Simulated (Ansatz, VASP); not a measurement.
One calculation of Li2Br3, two programs

```xyz
5
Lattice="4.0309 0.0000 0.0000 -2.0155 3.4909 0.0000 0.0000 0.0000 8.4882" Properties=species:S:1:pos:R:3 pbc="T T T"
Li    0.0000    2.3272    1.7205
Li    2.0155    1.1636    6.7677
Br    0.0000    0.0000    0.0000
Br    0.0000    2.3272    5.6480
Br    2.0155    1.1636    2.8402
```

Alike in both runs: task relaxation of cell and atoms; functional PBE; k mesh 12 × 12 × 6; occupations gaussian, width 0.1 eV; no spin polarisation.

|  | VASP | Ansatz |
| --- | --- | --- |
| version | VASP 6.6.1 | Ansatz 0.2.0 |
| potentials or method | VASP PAW PBE potentials, release 64 (Li_sv, Br), cutoff 600 eV | scalar-relativistic, plane waves, PAW |
| valence electrons in the cell | 27 | 27 |

```csv
,VASP,Ansatz,Ansatz less VASP
"gap on the k mesh at the Fermi level, each at its own relaxed structure (eV)",none,none,-
relaxed volume (Å³/atom),24.01,24.06,+0.057
relaxed length of the cell vector where the two differ most in proportion (Å),8.513,8.534,+0.0209
```

A gap of «none» marks a metal or a gap that the smearing closes.

Noted on VASP's run: the cutoff is under 1.25 times that of the potentials, so the pressure is a little rough.
